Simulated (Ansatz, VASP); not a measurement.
**LuTa2 in VASP and in Ansatz**

```xyz
6
Lattice="3.7553 0.0000 0.0000 0.0000 3.7553 0.0000 0.0000 0.0000 7.6054" Properties=species:S:1:pos:R:3 pbc="T T T"
Lu    0.0000    1.8777    5.5404
Lu    1.8777    0.0000    2.0649
Ta    0.0000    0.0000    0.0000
Ta    1.8777    1.8777    0.0000
Ta    0.0000    1.8777    2.8210
Ta    1.8777    0.0000    4.7843
```

Change from the starting cell: species swapped into the SmTe2 type (P4/nmm, No. 129).

Alike in both runs: task relaxation of cell and atoms; functional PBE; k mesh 4 × 4 × 2; occupations gaussian, width 0.1 eV; no spin polarisation.

```csv
,VASP,Ansatz
version,VASP 6.6.1,Ansatz 0.2.0
potentials or method,"VASP PAW PBE potentials, release 64 (Lu, Ta_pv), cutoff 600 eV","scalar-relativistic, plane waves, PAW"
valence electrons in the cell,94,102
```

VASP gave:

```
gap on the k mesh at the Fermi level, each at its own relaxed structure (eV)  : none
relaxed volume (Å³/atom)                                                      : 23.72
relaxed length of the cell vector where the two differ most in proportion (Å) : 10.381
```

**Question.** Estimate Ansatz's values.

**Answer.** gap on the k mesh at the Fermi level, each at its own relaxed structure (eV): none; relaxed volume (Å³/atom): 23.55; relaxed length of the cell vector where the two differ most in proportion (Å): 10.302.

A gap of «none» marks a metal or a gap that the smearing closes. VASP's potentials hold 94 valence electrons a cell and Ansatz's 102, so a difference there can come from the potentials and not from the codes.

The k mesh is coarse, so the values compare programs but aren't converged. Neither program's run includes spin-orbit coupling. Noted on VASP's run: the volume moved by over 15 % at a fixed basis, so the end points are rough.
